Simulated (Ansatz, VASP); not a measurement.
## KI2 in VASP and in Ansatz

```
K I
1.0
     5.59401    0.00000    0.00000
    -2.79700    4.84455    0.00000
     0.00000    0.00000    5.23904
K I
1 2
Direct
  0.00000 0.00000 0.00000
  0.33333 0.66667 0.27383
  0.66667 0.33333 0.72617
```

Change from the starting cell: species swapped into the CuTe2 type (P-3m1, No. 164).

Alike in both runs: functional PBE; k mesh 6 × 6 × 4; occupations gaussian, width 0.1 eV; no spin polarisation.

Ansatz relaxed the structure, and its values are those at the end. VASP's run is a single point on that final structure, the one shown.

|  | VASP | Ansatz |
| --- | --- | --- |
| version | VASP 6.6.1 | Ansatz 0.2.0 |
| potentials or method | VASP PAW PBE potentials, release 64 (K_sv, I), cutoff 520 eV | scalar-relativistic, plane waves, PAW |
| valence electrons in the cell | 23 | 43 |

Ansatz gave:

```
gap on the k mesh at the Fermi level (eV) : none
pressure (GPa)                            : 0.0
rms of the force components (eV/Å)        : 0.003
```

Question: What did VASP give for the same quantities?

Answer: gap on the k mesh at the Fermi level (eV): none; pressure (GPa): 0.0; rms of the force components (eV/Å): 0.005.

A gap of «none» marks a metal or a gap that the smearing closes. The functional is the same, so the differences come from potentials, cutoffs and numerics. VASP's potentials hold 23 valence electrons a cell and Ansatz's 43, so a difference there can come from the potentials and not from the codes.

Neither program's run includes spin-orbit coupling.
